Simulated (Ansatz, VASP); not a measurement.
## Al: VASP beside Ansatz

```
Al
1.0
    -1.59122    1.59122    1.59122
     1.59122   -1.59122    1.59122
     1.59122    1.59122   -1.59122
Al
1
Cartesian
  0.0000 0.0000 0.0000
```

Alike in both runs: task relaxation of cell and atoms; functional LDA; k mesh 18 × 18 × 18; occupations gaussian, width 0.1 eV; no spin polarisation.

|  | VASP | Ansatz |
| --- | --- | --- |
| version | VASP 6.6.1 | Ansatz 0.2.0 |
| potentials or method | VASP PAW LDA potentials, release 64 (Al), cutoff 600 eV | scalar-relativistic, plane waves, PAW |
| valence electrons in the cell | 3 | 3 |

Ansatz gave:

```
gap on the k mesh at the Fermi level, each at its own relaxed structure (eV) : none
relaxed volume (Å³/atom)                                                     : 16.22
relaxed cell length with the largest relative difference (Å)                 : 2.762
```

Estimate VASP's values.

gap on the k mesh at the Fermi level, each at its own relaxed structure (eV): none; relaxed volume (Å³/atom): 16.24; relaxed cell length with the largest relative difference (Å): 2.763.

LDA's correlation is that of Perdew and Zunger in VASP and of Perdew and Wang (1992) in Ansatz. A gap of «none» marks a metal or a gap that the smearing closes.
